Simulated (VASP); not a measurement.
# Be (P6_3/mmc) in VASP: notebook, part 2 of 2

VASP 6.6.1. The steps go on from the part before.

## (3) Single point, LDA

This run uses another cell than the first one, of 7.55 Å³/atom, 1.031 times its volume.

The input, INCAR:

```
SYSTEM = Be
ALGO = Normal ; EDIFF = 1E-6
ENCUT = 520 ; ISIF = 2
ISMEAR = 0 ; LASPH = .TRUE.
LCHARG = .FALSE. ; LREAL = .FALSE.
LWAVE = .FALSE. ; NBANDS = 9
NELM = 80 ; PREC = Accurate
SIGMA = 0.1
```

The input, KPOINTS:

```
k-points
0
G
  21 21 12
  0 0 0
```

The input, POSCAR:

```
Be
1.0
    2.2262494087      0.0000000000      0.0000000000
   -1.1131247043      1.9279885431      0.0000000000
    0.0000000000      0.0000000000      3.5163331604
Be
2
Direct
    0.3333333333      0.6666666667      0.2500000000
    0.6666666667      0.3333333333      0.7500000000
```

Potentials or basis: VASP PAW LDA potentials, release 64 (Be).

Started as:

```
$ cat potpaw_LDA.64/Be/POTCAR > POTCAR
$ mpirun -np 1 vasp_std > vasp.out
```

OUTCAR:

```text
SYSTEM = Be
   EDIFF = 1E-6
   ENCUT = 520
   ISIF = 2
   ISMEAR = 0
   LASPH = .TRUE.
   LREAL = .FALSE.
   NELM = 80
   PREC = Accurate

 ion  position               nearest neighbor table
   1  0.333  0.667  0.250-   2 2.18   2 2.18   2 2.18   2 2.18   2 2.18   2 2.18
   2  0.667  0.333  0.750-   1 2.18   1 2.18   1 2.18   1 2.18   1 2.18   1 2.18

  LATTYP: Found a hexagonal cell.
 ALAT       =     2.2262494087
 C/A-ratio  =     1.5794875213

  Lattice vectors:

 A1 = (   2.2262494087,   0.0000000000,   0.0000000000)
 A2 = (  -1.1131247043,   1.9279885431,   0.0000000000)
 A3 = (   0.0000000000,   0.0000000000,   3.5163331604)

Analysis of symmetry for initial positions (statically):
=====================================================================
 Subroutine PRICEL returns:
 Original cell was already a primitive cell.

 Routine SETGRP: Setting up the symmetry group for a
 hexagonal supercell.

 Subroutine GETGRP returns: Found 24 space group operations
 (whereof 12 operations were pure point group operations)
 out of a pool of 24 trial point group operations.

The static configuration has the point symmetry D_3d.
 The point group associated with its full space group is D_6h.

Analysis of symmetry for dynamics (positions and initial velocities):
=====================================================================
 Subroutine PRICEL returns:
 Original cell was already a primitive cell.

 Routine SETGRP: Setting up the symmetry group for a
 hexagonal supercell.

 Subroutine GETGRP returns: Found 24 space group operations
 (whereof 12 operations were pure point group operations)
 out of a pool of 24 trial point group operations.

The dynamic configuration has the point symmetry D_3d.
 The point group associated with its full space group is D_6h.

 Subroutine INISYM returns: Found 24 space group operations
 (whereof 12 operations are pure point group operations),
 and found     1 'primitive' translations

----------------------------------------------------------------------------------------

                                     Primitive cell

  volume of cell :      15.0927

  direct lattice vectors                    reciprocal lattice vectors
     2.226249409  0.000000000  0.000000000     0.449185970  0.259337641  0.000000000
    -1.113124704  1.927988543  0.000000000     0.000000000  0.518675281  0.000000000
     0.000000000  0.000000000  3.516333160     0.000000000  0.000000000  0.284387160

  length of vectors
     2.226249409  2.226249409  3.516333160     0.518675281  0.518675281  0.284387160

  position of ions in fractional coordinates (direct lattice)
     0.333333333  0.666666667  0.250000000
     0.666666667  0.333333333  0.750000000

  ion indices of the primitive-cell ions
   primitive index   ion index
                 1           1
                 2           2

----------------------------------------------------------------------------------------

 KPOINTS: k-points

Automatic generation of k-mesh.
 Grid dimensions read from file:
 generate k-points for:   21   21   12

 Generating k-lattice:

  Cartesian coordinates                     Fractional coordinates (reciprocal lattice)
     0.021389808  0.012349411  0.000000000     0.047619048  0.000000000  0.000000000
     0.000000000  0.024698823  0.000000000     0.000000000  0.047619048  0.000000000
     0.000000000  0.000000000  0.023698930     0.000000000  0.000000000  0.083333333

  Length of vectors
     0.024698823  0.024698823  0.023698930

  Shift w.r.t. Gamma in fractional coordinates (k-lattice)
     0.000000000  0.000000000  0.000000000

 Subroutine IBZKPT returns following result:
 ===========================================

 Found    336 irreducible k-points:

 Following reciprocal coordinates:
            Coordinates               Weight
  0.000000  0.000000  0.000000      1.000000
  0.047619  0.000000  0.000000      6.000000
  0.095238  0.000000  0.000000      6.000000
  0.142857  0.000000  0.000000      6.000000
  0.190476  0.000000  0.000000      6.000000
  0.238095  0.000000  0.000000      6.000000
[... 16 lines left out ...]
  0.142857  0.095238  0.000000     12.000000
  0.190476  0.095238  0.000000     12.000000
 [... further k-points ...]
   k-points           NKPTS =    336   k-points in BZ     NKDIM =    336   number of bands    NBANDS=      9
   number of dos      NEDOS =    301   number of ions     NIONS =      2
   total plane-waves  NPLWV =   9072
   dimension x,y,z NGX =    18 NGY =   18 NGZ =   28
   dimension x,y,z NGXF=    36 NGYF=   36 NGZF=   56
   ions per type =               2
   NGX,Y,Z   is equivalent  to a cutoff of  13.44, 13.44, 13.24 a.u.
   NGXF,Y,Z  is equivalent  to a cutoff of  26.88, 26.88, 26.48 a.u.
 SYSTEM =  Be
   PREC   = accura    normal or accurate (medium, high low for compatibility)
   ISTART =      0    job   : 0-new  1-cont  2-samecut
   ICHARG =      2    charge: 1-file 2-atom 10-const
   ISPIN  =      1    spin polarized calculation?
   LNONCOLLINEAR =      F non collinear calculations
   LSORBIT =      F    spin-orbit coupling
   LASPH  =      T    aspherical Exc in radial PAW
   ENCUT  =  520.0 eV  38.22 Ry    6.18 a.u.   4.14  4.14  6.54*2*pi/ulx,y,z
   NELM   =     80;   NELMIN=  2; NELMDL= -5     # of ELM steps
   EDIFF  = 0.1E-05   stopping-criterion for ELM
   LREAL  =      F    real-space projection
   EDIFFG = 0.1E-04   stopping-criterion for IOM
   NSW    =      0    number of steps for IOM
   IBRION =     -1    ionic relax: 0-MD 1-quasi-New 2-CG
   NFREE  =      0    steps in history (QN), initial steepest desc. (CG)
   ISIF   =      2    stress and relaxation
   ISYM   =      2    0-nonsym 1-usesym 2-fastsym
   POTIM  = 0.5000    time-step for ionic-motion
   TEBEG  =    0.0;   TEEND  =   0.0 temperature during run
   PSTRESS=    0.0 pullay stress
   NELECT =       4.0000    total number of electrons
   NUPDOWN=      -1.0000    fix difference up-down
   EMIN   =  10.00;   EMAX   =-10.00  energy-range for DOS
   EFERMI =   0.00;   METHOD = LEGACY
   ISMEAR =     0;   SIGMA  =   0.10  broadening in eV -4-tet -1-fermi 0-gaus
   EFERMI_NEDOS =   21; number of points for ismear=-14 and -15
   IALGO  =     38    algorithm
   IMIX   =      4    mixing-type and parameters
     AMIX     =   0.40;   BMIX     =  1.00
     AMIX_MAG =   1.60;   BMIX_MAG =  1.00
  volume/ion in A,a.u.               =       7.55        50.93
  Fermi-wavevector in a.u.,A,eV,Ry     =   1.051571  1.987182 15.045353  1.105802
  Thomas-Fermi vector in A             =   2.186620
   LORBIT       =      0    0 simple, 1 ext, 2 COOP (PROOUT), +10 PAW based schemes
   GGA     = CA    functional components
   LHFCALC =     F    Hartree Fock is set to
   AEXX    =    0.0000 exact exchange contribution
   IVDW    =     0    specifies the selected vdW correction
   LEPSILON=     F    determine dielectric tensor
   LRPA    =     F    only Hartree local field effects (RPA)
 non-spin polarized calculation
 Gauss-broadening in eV      SIGMA  =   0.10
  energy-cutoff  :      520.00
  volume of cell :       15.09
 maximum number of plane-waves:       424
 NGX is ok and might be reduce to    18
   NGX =  9   NGY =  9   NGZ = 13

 number of electron       4.0000000 magnetization

 Free energy of the ion-electron system (eV)
  ---------------------------------------------------
  ext. energy  EPLUGINS =         0.00000000
  ---------------------------------------------------
  free energy    TOTEN  =        -8.41648996 eV

  energy without entropy =       -8.41509857  energy(sigma->0) =       -8.41579426

 E-fermi :   7.1902     XC(G=0): -10.7756

 val. band max:        7.1777519856   @ k =   0.3333   0.0476   0.0000
 cond. band min:       7.2268105601   @ k =   0.3333   0.2857   0.0833
 fundamental gap:      0.0490585745
 Fermi energy:         7.1901614419

 k-point     1 :       0.0000    0.0000    0.0000
  band No.  band energies     occupation
      1      -4.2999      2.00000
      2       2.5149      2.00000
      3       8.4916      0.00000
      4      23.5384      0.00000
      5      23.5384      0.00000
      6      26.4491      0.00000
      7      26.4491      0.00000
      8      28.4327      0.00000
      9      35.2066      0.00000
[... 265 lines left out ...]
 k-point    24 :       0.1905    0.0952    0.0000
  band No.  band energies     occupation
      1      -2.4672      2.00000
      2       4.9706      2.00000
      3       8.6480      0.00000
      4      15.6909      0.00000
      5      18.0379      0.00000
      6      23.8234      0.00000
      7      24.6510      0.00000
      8      25.5847      0.00000
      9      29.6998      0.00000

 [... further k-points ...]
[... 5 lines left out ...]
  --------------------------------------------------------------------------------------
  -------------------------------------------------------------------------------------
  Total        0.0424748      0.0424748      0.0433379      0.0000000     -0.0000000      0.0000000
  in kB        4.5089357      4.5089357      4.6005588      0.0000000     -0.0000000      0.0000000
  external PRESSURE =       4.5394768 kB  Pullay stress =       0.0000000 kB

 VOLUME and BASIS-vectors are now :
 -----------------------------------------------------------------------------
  energy-cutoff  :      520.00
  volume of cell :       15.09
      direct lattice vectors                 reciprocal lattice vectors
     2.226249409  0.000000000  0.000000000     0.449185970  0.259337641  0.000000000
    -1.113124704  1.927988543  0.000000000     0.000000000  0.518675281  0.000000000
     0.000000000  0.000000000  3.516333160     0.000000000  0.000000000  0.284387160

 POSITION                                       TOTAL-FORCE (eV/Angst)
 -----------------------------------------------------------------------------------
     -0.00000      1.28533      0.87908         0.000000      0.000000      0.000000
      1.11312      0.64266      2.63725        -0.000000      0.000000      0.000000
 -----------------------------------------------------------------------------------
    total drift:                                0.000000     -0.000000      0.000000

  FREE ENERGIE OF THE ION-ELECTRON SYSTEM (eV)
  ---------------------------------------------------
  free  energy   TOTEN  =        -8.4164899592 eV

  energy  without entropy=       -8.4150985669  energy(sigma->0) =       -8.41579426
```

It took 15 s on 1 thread of Intel Xeon Platinum 8559C (Emerald Rapids), shared host; peak memory 0.14 GiB.

Results:

```yaml
Free_energy: -8.4165 eV
Pressure: 0.5 GPa
Band_gap_on_the_k_mesh: zero (band 2 reaches 8.14 eV, above the bottom of band 3 at 6.02 eV)
```

Levels at points of the mesh, in eV from the Fermi level:
```tsv
k point	band 1	band 2	band 3	band 4	band 5	band 6	band 7
(0.00, 0.00, 0.00)	-11.49	-4.68	1.30	16.35	16.35	19.26	19.26
(0.00, 0.00, 0.50)	-9.34	-9.34	10.93	10.93	18.02	18.02	18.02
```

## (4) Single point, LDA (volume scaled by 1.03, then relaxed in part)

The input, INCAR:

```
PREC     = Accurate       # precision mode
ENCUT    = 520            # plane-wave cutoff, eV
EDIFF    = 1E-6           # SCF threshold, eV
ISMEAR   = 0              # smearing method
SIGMA    = 0.1            # smearing width, eV
LREAL    = False          # projectors in reciprocal space
LASPH    = True           # aspherical terms in the spheres
NELM     = 80             # most SCF steps
ALGO     = Normal         # electronic algorithm
ISIF     = 2              # what is computed and relaxed
LWAVE    = False          # write WAVECAR
LCHARG   = False          # write CHGCAR
GGA      = CA             # functional
NBANDS   = 9              # bands
```

The input, KPOINTS:

```
regular mesh
0
Gamma
  21 21 12
```

The input, POSCAR:

```
Be
1.0
    2.2491745589      0.0000000000      0.0000000000
   -1.1245872795      1.9478423056      0.0000000000
    0.0000000000      0.0000000000      3.5483671527
Be
2
Direct
    0.3333333333      0.6666666667      0.2500000000
    0.6666666667      0.3333333333      0.7500000000
```

Started as:

```
$ cat potpaw_LDA.64/Be/POTCAR > POTCAR
$ mpirun -np 1 vasp_std > vasp.out
```

It took 14 s on 1 thread of Intel Xeon Platinum 8559C (Emerald Rapids), shared host; peak memory 0.15 GiB.

The run converged. Its results:

```yaml
Free_energy: -8.4124 eV
Pressure: -3.3 GPa
Band_gap_on_the_k_mesh: zero (band 2 reaches 7.88 eV, above the bottom of band 3 at 5.80 eV)
```

Levels at points of the mesh, in eV from the Fermi level:
```csv
k point,band 1,band 2,band 3,band 4,band 5,band 6
"(0.00, 0.00, 0.00)",-11.33,-4.55,1.22,15.95,15.95,18.80
"(0.00, 0.00, 0.50)",-9.20,-9.20,10.71,10.71,17.58,17.58
```

Caveat: the cell differs from its parent crystal (volume scaled by 1.03, then relaxed in part).

## (5) Single point, LDA (volume scaled by 1.06, then relaxed in part)

The input, INCAR:

```
SYSTEM = Be
PREC     = Accurate       ! precision mode
ENCUT    = 520            ! plane-wave cutoff, eV
EDIFF    = 1E-7           ! SCF threshold, eV
ISMEAR   = 0              ! smearing method
SIGMA    = 0.1            ! smearing width, eV
LREAL    = .False.        ! projectors in reciprocal space
LASPH    = .True.         ! aspherical terms in the spheres
NELM     = 80             ! most SCF steps
ALGO     = Normal         ! electronic algorithm
ISIF     = 2              ! what is computed and relaxed
LWAVE    = .False.        ! write WAVECAR
LCHARG   = .False.        ! write CHGCAR
GGA      = CA             ! functional
NBANDS   = 9              ! bands
```

The input, KPOINTS:

```
Automatic mesh
0
Gamma
  21 21 12
  0 0 0
```

The input, POSCAR:

```
Be
1.0
    2.2718564325      0.0000000000      0.0000000000
   -1.1359282162      1.9674853843      0.0000000000
    0.0000000000      0.0000000000      3.5791652439
Be
2
Direct
    0.3333333333      0.6666666667      0.2500000000
    0.6666666667      0.3333333333      0.7500000000
```

Started as:

```
$ cat potpaw_LDA.64/Be/POTCAR > POTCAR
$ mpirun -np 1 vasp_std > vasp.out
```

Run time: 16 s. Hardware: 1 thread of Intel Xeon Platinum 8559C (Emerald Rapids), shared host; peak memory 0.15 GiB.

The run converged. Its results:

| Quantity | Value |
| --- | --- |
| Free energy | -8.3985 eV |
| Pressure | -6.6 GPa |
| Band gap on the k mesh | zero (band 2 reaches 7.64 eV, above the bottom of band 3 at 5.58 eV) |

Levels at points of the mesh, in eV from the Fermi level:
```tsv
k point	band 1	band 2	band 3	band 4	band 5	band 6	band 7
(0.00, 0.00, 0.00)	-11.17	-4.44	1.14	15.56	15.56	18.37	18.37
(0.00, 0.00, 0.50)	-9.06	-9.06	10.52	10.52	17.16	17.16	17.16
```

Caveat: the cell differs from its parent crystal (volume scaled by 1.06, then relaxed in part).

## (6) Single point, LDA (volume scaled by 1.09, then relaxed in part)

The input, INCAR:

```
SYSTEM = Be
PREC = Accurate ; ENCUT = 520
EDIFF = 1E-7 ; ISMEAR = 0
SIGMA = 0.1 ; LREAL = .False.
LASPH = .True. ; NELM = 60
ALGO = Fast ; ISIF = 2
LWAVE = .False. ; LCHARG = .False.
GGA = CA ; NBANDS = 9
```

The input, KPOINTS:

```
regular mesh
0
Gamma
  21 21 12
  0 0 0
```

The input, POSCAR:

```
Be
1.0
    2.2942136609      0.0000000000      0.0000000000
   -1.1471068305      1.9868473120      0.0000000000
    0.0000000000      0.0000000000      3.6090793076
Be
2
Direct
    0.3333333333      0.6666666667      0.2500000000
    0.6666666667      0.3333333333      0.7500000000
```

Potentials or basis: VASP PAW LDA potentials, release 64 (Be).

Started as:

```
$ cat potpaw_LDA.64/Be/POTCAR > POTCAR
$ mpirun -np 1 vasp_std > vasp.out
```

OUTCAR:

```text
SYSTEM = Be
   PREC = Accurate
   ENCUT = 520
   EDIFF = 1E-7
   ISMEAR = 0
   LREAL = .False.
   LASPH = .True.
   NELM = 60
   ISIF = 2
   GGA = CA

 ion  position               nearest neighbor table
   1  0.333  0.667  0.250-   2 2.24   2 2.24   2 2.24   2 2.24   2 2.24   2 2.24
   2  0.667  0.333  0.750-   1 2.24   1 2.24   1 2.24   1 2.24   1 2.24   1 2.24

  LATTYP: Found a hexagonal cell.
 ALAT       =     2.2942136609
 C/A-ratio  =     1.5731225775

  Lattice vectors:

 A1 = (   2.2942136609,   0.0000000000,   0.0000000000)
 A2 = (  -1.1471068305,   1.9868473120,   0.0000000000)
 A3 = (   0.0000000000,   0.0000000000,   3.6090793076)

Analysis of symmetry for initial positions (statically):
=====================================================================
 Subroutine PRICEL returns:
 Original cell was already a primitive cell.

 Routine SETGRP: Setting up the symmetry group for a
 hexagonal supercell.

 Subroutine GETGRP returns: Found 24 space group operations
 (whereof 12 operations were pure point group operations)
 out of a pool of 24 trial point group operations.

The static configuration has the point symmetry D_3d.
 The point group associated with its full space group is D_6h.
[... 165 lines left out ...]

 val. band max:        6.4512915340   @ k =   0.2857   0.2381   0.0833
 cond. band min:       6.4983275897   @ k =   0.3333   0.2857   0.0833
 fundamental gap:      0.0470360557
 Fermi energy:         6.4913937511

 k-point     1 :       0.0000    0.0000    0.0000
  band No.  band energies     occupation
      1      -4.5321      2.00000
      2       2.1690      2.00000
      3       7.5654      0.00000
      4      21.6850      0.00000
      5      21.6850      0.00000
      6      24.4413      0.00000
      7      24.4413      0.00000
      8      26.3757      0.00000
      9      33.0316      0.00000
[... 265 lines left out ...]
 k-point    24 :       0.1905    0.0952    0.0000
  band No.  band energies     occupation
      1      -2.7590      2.00000
      2       4.4741      2.00000
      3       7.8468      0.00000
      4      14.3714      0.00000
      5      16.5095      0.00000
      6      22.0886      0.00000
      7      22.7289      0.00000
      8      23.6176      0.00000
      9      27.6431      0.00000

 [... further k-points ...]
[... 5 lines left out ...]
  --------------------------------------------------------------------------------------
  -------------------------------------------------------------------------------------
  Total       -0.9674594     -0.9674594     -0.9715217      0.0000000      0.0000000      0.0000000
  in kB      -94.2211843    -94.2211843    -94.6168083      0.0000000      0.0000000      0.0000000
  external PRESSURE =     -94.3530589 kB  Pullay stress =       0.0000000 kB

 VOLUME and BASIS-vectors are now :
 -----------------------------------------------------------------------------
  energy-cutoff  :      520.00
  volume of cell :       16.45
      direct lattice vectors                 reciprocal lattice vectors
     2.294213661  0.000000000  0.000000000     0.435879193  0.251654970  0.000000000
    -1.147106831  1.986847312  0.000000000     0.000000000  0.503309939  0.000000000
     0.000000000  0.000000000  3.609079308     0.000000000  0.000000000  0.277078976

 POSITION                                       TOTAL-FORCE (eV/Angst)
 -----------------------------------------------------------------------------------
     -0.00000      1.32456      0.90227        -0.000000      0.000000      0.000000
      1.14711      0.66228      2.70681         0.000000     -0.000000      0.000000
 -----------------------------------------------------------------------------------
    total drift:                                0.000000     -0.000000      0.000000

  FREE ENERGIE OF THE ION-ELECTRON SYSTEM (eV)
  ---------------------------------------------------
  free  energy   TOTEN  =        -8.3758235663 eV

  energy  without entropy=       -8.3742478952  energy(sigma->0) =       -8.37503573
```

stdout:

```text
POSCAR found type information on POSCAR Be
 POSCAR found :  1 types and       2 ions
 scaLAPACK will be used
 LDA part: xc-table for (Slater(with rela. corr.)+CA(PZ))
 , standard interpolation
 POSCAR, INCAR and KPOINTS ok, starting setup
 FFT: planning ... GRIDC
 FFT: planning ... GRID_SOFT
 FFT: planning ... GRID
 WAVECAR not read
 entering main loop
```

Run time: 18 s. Hardware: 1 thread of Intel Xeon Platinum 8559C (Emerald Rapids), shared host; peak memory 0.15 GiB.

Results:

* Free energy: -8.3758 eV
* Pressure: -9.4 GPa
* Band gap on the k mesh: zero (band 2 reaches 7.41 eV, above the bottom of band 3 at 5.38 eV)

Caveat: the cell differs from its parent crystal (volume scaled by 1.09, then relaxed in part).

## (7) The runs side by side

| cell | gap on the mesh (eV) | pressure (GPa) |
| --- | --- | --- |
| a = 2.203, b = 2.203, c = 3.483 Å, angles 90.0, 90.0, 120.0°, 2 atoms | none | 4.7 |
| a = 2.226, b = 2.226, c = 3.516 Å, angles 90.0, 90.0, 120.0°, 2 atoms | none | 0.5 |
| a = 2.249, b = 2.249, c = 3.548 Å, angles 90.0, 90.0, 120.0°, 2 atoms | none | -3.3 |
| a = 2.272, b = 2.272, c = 3.579 Å, angles 90.0, 90.0, 120.0°, 2 atoms | none | -6.6 |
| a = 2.294, b = 2.294, c = 3.609 Å, angles 90.0, 90.0, 120.0°, 2 atoms | none | -9.4 |

Alike in all rows: task single point; level LDA; potentials or basis VASP PAW LDA potentials, release 64 (Be); no spin polarisation; k mesh 21 × 21 × 12; cutoff (eV) 520; smearing gaussian 0.1 eV.

Absolute energies hang on the potentials; compare differences alone.
